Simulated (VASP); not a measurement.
Al2Ru:

```
Al Ru
1.0
    -1.56042    1.56042    4.22181
     1.56042   -1.56042    4.22181
     1.56042    1.56042   -4.22181
Al Ru
2 1
Direct
  0.65920 0.65920 0.00000
  0.34080 0.34080 0.00000
  0.00000 0.00000 0.00000
```

* Program: VASP 6.6.1
* Task: relaxation of cell and atoms
* Functional: LDA
* Potentials or basis: VASP PAW LDA potentials, release 64 (Al, Ru_pv)
* Cutoff: 600 eV
* k mesh: 18 × 18 × 18
* Occupations: gaussian, width 0.1 eV
* Spin: no spin polarisation

At the start: pressure -4.2 GPa; volume 13.71 Å³/atom.

Task: Where does the relaxation end?

Result: Over 8 steps the energy falls by 4.4 meV/atom and the volume is 13.39 Å³/atom (-2.3 %); space group I4/mmm (No. 139, to 0.05 Å).

The path:
| step | energy change (eV) | largest force (eV/Å) | pressure (GPa) | volume (Å³) |
| --- | --- | --- | --- | --- |
| 1 | 0.0000 | 0.1237 | -4.24 | 41.12 |
| 2 | 0.0108 | 0.2329 | 6.36 | 39.00 |
| 3 | -0.0131 | 0.0206 | -0.05 | 40.20 |
| 4 | -0.0131 | 0.0232 | 0.04 | 40.18 |
| 5 | -0.0132 | 0.0130 | 0.06 | 40.17 |
| 6 | -0.0132 | 0.0020 | 0.06 | 40.17 |
| 7 | -0.0132 | 0.0031 | -0.12 | 40.20 |
| 8 | -0.0132 | 0.0005 | -0.03 | 40.18 |

Final structure:
```cif
data_structure
_symmetry_space_group_name_H-M 'P 1'
_symmetry_Int_Tables_number 1
_cell_length_a 4.7187
_cell_length_b 4.7187
_cell_length_c 4.7187
_cell_angle_alpha 141.632
_cell_angle_beta 141.632
_cell_angle_gamma 55.384
_cell_volume 40.18
loop_
_atom_site_label
_atom_site_type_symbol
_atom_site_fract_x
_atom_site_fract_y
_atom_site_fract_z
_atom_site_occupancy
Al1 Al 0.65914 0.65914 0.00000 1
Al2 Al 0.34086 0.34086 0.00000 1
Ru1 Ru 0.00000 0.00000 0.00000 1
```
